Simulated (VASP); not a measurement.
A run of VASP 6.6.1 is set up as follows.

Contents of INCAR:

```
ALGO = Normal
EDIFF = 1E-6
EDIFFG = -0.008
ENCUT = 600
GGA = PS
IBRION = 2
ISIF = 3
ISMEAR = 0
LASPH = True
LCHARG = False
LREAL = False
LWAVE = False
NELM = 80
NSW = 70
PREC = Accurate
PSTRESS = 200.0
SIGMA = 0.1
```

Contents of KPOINTS:

```
k-points
0
Gamma
  16 16 16
```

The input POSCAR:

```
TiC
1.0
    0.0000000000      2.0995769083      2.0995769083
    2.0995769083      0.0000000000      2.0995769083
    2.0995769083      2.0995769083      0.0000000000
Ti C
1 1
Direct
    0.0000000000      0.0000000000      0.0000000000
    0.5000000000      0.5000000000      0.5000000000
```

Potentials or basis: VASP PAW PBE potentials, release 64 (Ti_sv, C).

Command:

```console
$ cat potpaw_PBE.64/Ti_sv/POTCAR potpaw_PBE.64/C/POTCAR > POTCAR
$ mpirun -np 1 vasp_std > vasp.out
```

**Question.** Estimate the band gap on the k mesh.

**Answer.** Zero (band 8 reaches 11.11 eV, above the bottom of band 9 at 9.99 eV).

**Question.** What does it give for the space group after relaxing (to 0.05 Å)?

**Answer.** Fm-3m (No. 225).

**Question.** What does it give for the relaxed cell?

**Answer.** a = 2.970 Å, b = 2.970 Å, c = 2.970 Å, α = 60.00°, β = 60.00°, γ = 60.00°.

Final structure:
```cif
data_structure
_symmetry_space_group_name_H-M 'P 1'
_symmetry_Int_Tables_number 1
_cell_length_a 2.9704
_cell_length_b 2.9704
_cell_length_c 2.9704
_cell_angle_alpha 60.000
_cell_angle_beta 60.000
_cell_angle_gamma 60.000
_cell_volume 18.53
loop_
_atom_site_label
_atom_site_type_symbol
_atom_site_fract_x
_atom_site_fract_y
_atom_site_fract_z
_atom_site_occupancy
Ti1 Ti 0.00000 0.00000 0.00000 1
C1 C 0.50000 0.50000 0.50000 1
```

Caveat: the cell is relaxed towards a set pressure, so the enthalpy falls and the energy may rise.
